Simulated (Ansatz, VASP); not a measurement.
# KF: VASP beside Ansatz

```xyz
2
Lattice="0.3208 2.8136 2.8136 2.8136 0.3208 2.8136 2.8136 2.8136 0.3208" Properties=species:S:1:pos:R:3 pbc="T T T"
K     0.0000    0.0000    0.0000
F     2.9740    2.9740    2.9740
```

Alike in both runs: task single point; functional PBE; k mesh 8 × 8 × 8; occupations gaussian, width 0.02 eV; no spin polarisation.

|  | VASP | Ansatz |
| --- | --- | --- |
| version | VASP 6.6.1 | Ansatz 0.2.0 |
| potentials or method | VASP PAW PBE potentials, release 64 (K_sv, F), cutoff 520 eV | scalar-relativistic, plane waves, PAW |
| valence electrons in the cell | 16 | 16 |

|  | VASP | Ansatz | Ansatz less VASP |
| --- | --- | --- | --- |
| gap on the k mesh at the Fermi level (eV) | 6.07 | 6.09 | +0.017 |
| least direct gap on the mesh (eV) | 6.07 | 6.09 | +0.017 |
| pressure (GPa) | 2.0 | 2.0 | -0.05 |
| traceless stress, the component that is largest in VASP (GPa) | -2.17 | -2.20 | -0.021 |
